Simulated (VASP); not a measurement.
# Mg4HO8 (a cell with a defect) in VASP: a series of runs, part 2 of 3

VASP 6.6.1. Earlier steps stand in the parts before.

## Step 4: Single point, LDA

The input, INCAR:

```
SYSTEM = Mg4HO8
ALGO = Normal ; EDIFF = 1E-7
ENCUT = 520 ; ISIF = 2
ISMEAR = 0 ; LASPH = .TRUE.
LCHARG = .TRUE. ; LELF = .TRUE.
LREAL = .FALSE. ; LVHAR = .TRUE.
LWAVE = .FALSE. ; NBANDS = 40
NELECT = 56.0 ; NELM = 80
PREC = Accurate ; SIGMA = 0.05
```

The input, KPOINTS:

```
k-points
0
G
  6 6 6
  0 0 0
```

The input, POSCAR:

```
Mg4HO8
1.0
   -3.1159510607     -1.7989951837      3.4255732540
    3.1159510607     -1.7989951837      3.4255732540
    0.0000000000      3.5979903674      3.4255732540
Mg O H
4 8 1
Direct
    0.0000000000      0.0000000000      0.0000000000
    0.5000000000      0.5000000000      0.0000000000
    0.5000000000      0.0000000000      0.5000000000
    0.0000000000      0.5000000000      0.5000000000
    0.4294242759      0.4294242759      0.4294242759
    0.9294242759      0.9294242759      0.4294242759
    0.9294242759      0.4294242759      0.9294242759
    0.4294242759      0.9294242759      0.9294242759
    0.5705757241      0.5705757241      0.5705757241
    0.0705757241      0.0705757241      0.5705757241
    0.0705757241      0.5705757241      0.0705757241
    0.5705757241      0.0705757241      0.0705757241
    1.0833540658      1.2083540658      0.2083540658
```

Potentials or basis: VASP PAW LDA potentials, release 64 (Mg, O, H).

Run with:

```sh
> cat potpaw_LDA.64/Mg/POTCAR potpaw_LDA.64/O/POTCAR potpaw_LDA.64/H/POTCAR > POTCAR
> mpirun -np 1 vasp_std > vasp.out
```

OUTCAR:

```text
SYSTEM = Mg4HO8
   EDIFF = 1E-7
   ENCUT = 520
   ISIF = 2
   ISMEAR = 0
   LASPH = .TRUE.
   LREAL = .FALSE.
   NELECT = 56.0
   NELM = 80
   PREC = Accurate

 ion  position               nearest neighbor table
   1  0.000  0.000  0.000-  13 1.77   8 2.05  11 2.05  12 2.05   7 2.05  10 2.05   6 2.05   2 3.12
                             2 3.12   3 3.12   4 3.12   4 3.12   3 3.12
   2  0.500  0.500  0.000-   7 2.05   8 2.05  11 2.05  12 2.05   5 2.05   9 2.05   1 3.12   1 3.12
                             3 3.12   3 3.12   4 3.12   4 3.12
   3  0.500  0.000  0.500-   5 2.05   6 2.05   9 2.05  10 2.05   8 2.05  12 2.05   4 3.12   4 3.12
                             2 3.12   1 3.12   1 3.12   2 3.12
   4  0.000  0.500  0.500-   5 2.05   6 2.05   9 2.05  10 2.05   7 2.05  11 2.05  13 2.18   3 3.12
                             3 3.12   1 3.12   1 3.12   2 3.12   2 3.12
   5  0.429  0.429  0.429-   9 1.45   4 2.05   3 2.05   2 2.05
   6  0.929  0.929  0.429-  10 1.45   4 2.05   3 2.05   1 2.05
   7  0.929  0.429  0.929-  11 1.45   2 2.05   1 2.05   4 2.05
   8  0.429  0.929  0.929-  12 1.45   2 2.05   1 2.05   3 2.05
   9  0.571  0.571  0.571-   5 1.45   4 2.05   3 2.05   2 2.05
  10  0.071  0.071  0.571-   6 1.45   4 2.05   3 2.05   1 2.05
  11  0.071  0.571  0.071-   7 1.45   2 2.05   1 2.05   4 2.05
  12  0.571  0.071  0.071-   8 1.45   2 2.05   1 2.05   3 2.05
  13  0.083  0.208  0.208-   1 1.77   4 2.18

  LATTYP: Found a trigonal (rhomboedric) cell.
 ALAT       =     4.9679056757
 COS(alpha) =     0.2131996058

  Lattice vectors:

 A1 = (  -3.1159510607,  -1.7989951837,   3.4255732540)
 A2 = (   3.1159510607,  -1.7989951837,   3.4255732540)
 A3 = (   0.0000000000,   3.5979903674,   3.4255732540)

Analysis of symmetry for initial positions (statically):
=====================================================================
 Subroutine PRICEL returns:
 Original cell was already a primitive cell.

 Routine SETGRP: Setting up the symmetry group for a
 trigonal (rhombohedral) supercell.

 Subroutine GETGRP returns: Found  2 space group operations
 (whereof  2 operations were pure point group operations)
 out of a pool of 12 trial point group operations.

The static configuration has the point symmetry C_1h.

Analysis of symmetry for dynamics (positions and initial velocities):
=====================================================================
 Subroutine PRICEL returns:
 Original cell was already a primitive cell.

 Routine SETGRP: Setting up the symmetry group for a
 trigonal (rhombohedral) supercell.

 Subroutine GETGRP returns: Found  2 space group operations
 (whereof  2 operations were pure point group operations)
 out of a pool of 12 trial point group operations.

The dynamic configuration has the point symmetry C_1h.

 Subroutine INISYM returns: Found  2 space group operations
 (whereof  2 operations are pure point group operations),
 and found     1 'primitive' translations

----------------------------------------------------------------------------------------

                                     Primitive cell

  volume of cell :     115.2140

  direct lattice vectors                    reciprocal lattice vectors
    -3.115951061 -1.798995184  3.425573254    -0.160464651 -0.092644310  0.097307314
     3.115951061 -1.798995184  3.425573254     0.160464651 -0.092644310  0.097307314
     0.000000000  3.597990367  3.425573254     0.000000000  0.185288619  0.097307314

  length of vectors
     4.967905676  4.967905676  4.967905676     0.209285895  0.209285895  0.209285895

[... 88 lines left out ...]
   dimension x,y,z NGXF=    80 NGYF=   80 NGZF=   80
   ions per type =               4   8   1
   NGX,Y,Z   is equivalent  to a cutoff of  13.39, 13.39, 13.39 a.u.
   NGXF,Y,Z  is equivalent  to a cutoff of  26.77, 26.77, 26.77 a.u.
 SYSTEM =  Mg4HO8
   PREC   = accura    normal or accurate (medium, high low for compatibility)
   ISTART =      0    job   : 0-new  1-cont  2-samecut
   ICHARG =      2    charge: 1-file 2-atom 10-const
   ISPIN  =      1    spin polarized calculation?
   LNONCOLLINEAR =      F non collinear calculations
   LSORBIT =      F    spin-orbit coupling
   LASPH  =      T    aspherical Exc in radial PAW
   ENCUT  =  520.0 eV  38.22 Ry    6.18 a.u.   9.24  9.24  9.24*2*pi/ulx,y,z
   NELM   =     80;   NELMIN=  2; NELMDL= -5     # of ELM steps
   EDIFF  = 0.1E-06   stopping-criterion for ELM
   LREAL  =      F    real-space projection
   EDIFFG = 0.1E-05   stopping-criterion for IOM
   NSW    =      0    number of steps for IOM
   IBRION =     -1    ionic relax: 0-MD 1-quasi-New 2-CG
   NFREE  =      0    steps in history (QN), initial steepest desc. (CG)
   ISIF   =      2    stress and relaxation
   ISYM   =      2    0-nonsym 1-usesym 2-fastsym
   POTIM  = 0.5000    time-step for ionic-motion
   TEBEG  =    0.0;   TEEND  =   0.0 temperature during run
   PSTRESS=    0.0 pullay stress
   NELECT =      56.0000    total number of electrons
   NUPDOWN=      -1.0000    fix difference up-down
   EMIN   =  10.00;   EMAX   =-10.00  energy-range for DOS
   EFERMI =   0.00;   METHOD = LEGACY
   ISMEAR =     0;   SIGMA  =   0.05  broadening in eV -4-tet -1-fermi 0-gaus
   EFERMI_NEDOS =   21; number of points for ismear=-14 and -15
   IALGO  =     38    algorithm
   IMIX   =      4    mixing-type and parameters
     AMIX     =   0.40;   BMIX     =  1.00
     AMIX_MAG =   1.60;   BMIX_MAG =  1.00
  volume/ion in A,a.u.               =       8.86        59.81
  Fermi-wavevector in a.u.,A,eV,Ry     =   1.287170  2.432398 22.542210  1.656806
  Thomas-Fermi vector in A             =   2.419200
   LORBIT       =      0    0 simple, 1 ext, 2 COOP (PROOUT), +10 PAW based schemes
   GGA     = CA    functional components
   LHFCALC =     F    Hartree Fock is set to
   AEXX    =    0.0000 exact exchange contribution
   IVDW    =     0    specifies the selected vdW correction
   LEPSILON=     F    determine dielectric tensor
   LRPA    =     F    only Hartree local field effects (RPA)
 non-spin polarized calculation
 Gauss-broadening in eV      SIGMA  =   0.05
  energy-cutoff  :      520.00
  volume of cell :      115.21
 maximum number of plane-waves:      3126
 NGX is ok and might be reduce to    40
   NGX = 19   NGY = 19   NGZ = 19

 number of electron      55.9999981 magnetization

 Free energy of the ion-electron system (eV)
  ---------------------------------------------------
  ext. energy  EPLUGINS =         0.00000000
  ---------------------------------------------------
  free energy    TOTEN  =       -78.34711746 eV

  energy without entropy =      -78.34601122  energy(sigma->0) =      -78.34656434

 E-fermi :   3.3129     XC(G=0): -11.2165

 val. band max:        3.2910020601   @ k =   0.5000   0.5000   0.5000
 cond. band min:       3.3353136681   @ k =   0.3333   0.3333   0.3333
 fundamental gap:      0.0443116080
 Fermi energy:         3.3129411441

 k-point     1 :       0.0000    0.0000    0.0000
  band No.  band energies     occupation
      1     -19.1903      2.00000
      2     -18.6743      2.00000
      3     -17.8339      2.00000
      4     -17.4672      2.00000
      5     -12.3998      2.00000
      6     -12.1724      2.00000
[... 1021 lines left out ...]
     39      13.8811      0.00000
     40      14.2029      0.00000

 [... further k-points ...]
[... 5 lines left out ...]
  --------------------------------------------------------------------------------------
  -------------------------------------------------------------------------------------
  Total       -9.4731621    -12.4568178      1.3159598      2.5839216      1.0033613      1.7378728
  in kB     -131.7347691   -173.2257919     18.2998731     35.9322798     13.9528457     24.1670380
  external PRESSURE =     -95.5535626 kB  Pullay stress =       0.0000000 kB

 VOLUME and BASIS-vectors are now :
 -----------------------------------------------------------------------------
  energy-cutoff  :      520.00
  volume of cell :      115.21
      direct lattice vectors                 reciprocal lattice vectors
    -3.115951061 -1.798995184  3.425573254    -0.160464651 -0.092644310  0.097307314
     3.115951061 -1.798995184  3.425573254     0.160464651 -0.092644310  0.097307314
     0.000000000  3.597990367  3.425573254     0.000000000  0.185288619  0.097307314

 POSITION                                       TOTAL-FORCE (eV/Angst)
 -----------------------------------------------------------------------------------
      0.00000      0.00000      0.00000        -0.516350     -0.298115     -2.486161
      0.00000     -1.79900      3.42557         0.021644     -0.143757      0.078548
     -1.55798      0.89950      3.42557        -0.113675      0.090623      0.078548
      1.55798      0.89950      3.42557         0.348609      0.201269      0.538041
      0.00000      0.00000      4.41307        -0.023461     -0.013545     -0.173798
      0.00000     -1.79900      7.83865         0.324013     -1.178069     -0.886067
     -1.55798      0.89950      7.83865        -0.858231      0.869638     -0.886067
      1.55798      0.89950      7.83865         0.226348      0.130682     -0.343119
      0.00000      0.00000      5.86365         0.019691      0.011369      0.218075
      0.00000      1.79900      2.43807         0.199835     -0.989473      1.053754
      1.55798     -0.89950      2.43807        -0.756992      0.667799      1.053754
     -1.55798     -0.89950      2.43807         0.173367      0.100094      0.443021
      0.38949      0.22487      1.71300         0.955202      0.551486      1.311472
 -----------------------------------------------------------------------------------
    total drift:                               -0.000035     -0.000020     -0.000156

  FREE ENERGIE OF THE ION-ELECTRON SYSTEM (eV)
  ---------------------------------------------------
  free  energy   TOTEN  =       -78.3471174551 eV

  energy  without entropy=      -78.3460112187  energy(sigma->0) =      -78.34656434
```

It took 3.2 min on 1 thread of AMD EPYC 9R45 (Zen 5), shared host; peak memory 0.33 GiB.

What came out:

```
Free energy   : -78.3471 eV
Largest force : 2.557 eV/Å
```

Forces in eV/Å, atoms in the order of the input:
```
Mg  -0.516 -0.298 -2.486
Mg   0.022 -0.144  0.079
Mg  -0.114  0.091  0.079
Mg   0.349  0.201  0.538
O   -0.023 -0.014 -0.174
O    0.324 -1.178 -0.886
O   -0.858  0.870 -0.886
O    0.226  0.131 -0.343
O    0.020  0.011  0.218
O    0.200 -0.989  1.054
O   -0.757  0.668  1.054
O    0.173  0.100  0.443
H    0.955  0.551  1.311
```

Caveat: the cell carries a net charge on a neutralising background, which shifts energy and pressure; the cell is charged against a uniform background, so pressure and absolute levels hang on convention.

(Part 2 of 3 ends here.)
